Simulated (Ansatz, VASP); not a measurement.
**BN in VASP and in Ansatz**

```
B N
1.0
     2.50399    0.00000    0.00000
    -1.25200    2.16852    0.00000
     0.00000    0.00000    6.66120
B N
2 2
Direct
  0.33333 0.66667 0.25000
  0.66667 0.33333 0.75000
  0.30258 0.65129 0.75000
  0.66667 0.33333 0.25000
```

Alike in both runs: task single point; functional r2SCAN; k mesh 12 × 12 × 4; occupations gaussian, width 0.05 eV; no spin polarisation.

|  | VASP | Ansatz |
| --- | --- | --- |
| version | VASP 6.6.1 | Ansatz 0.2.0 |
| potentials or method | VASP PAW PBE potentials, release 64 (B, N), cutoff 520 eV | scalar-relativistic, plane waves, PAW |
| valence electrons in the cell | 16 | 16 |

|  | VASP | Ansatz | Ansatz less VASP |
| --- | --- | --- | --- |
| gap on the k mesh at the Fermi level (eV) | 4.78 | 4.73 | -0.044 |
| least direct gap on the mesh (eV) | 5.17 | 5.13 | -0.042 |
| pressure (GPa) | 0.7 | 0.3 | -0.37 |
| traceless stress, the component that is largest in VASP (GPa) | 3.45 | 3.45 | +0.004 |
| rms of the force components (eV/Å) | 1.251 | 1.258 | +0.0072 |

VASP's potentials were made for PBE, not for r2SCAN. Atom by atom the forces differ by 0.007 eV/Å (rms over components). With one functional, cell and mesh, what is left measures potentials, basis and numerics.
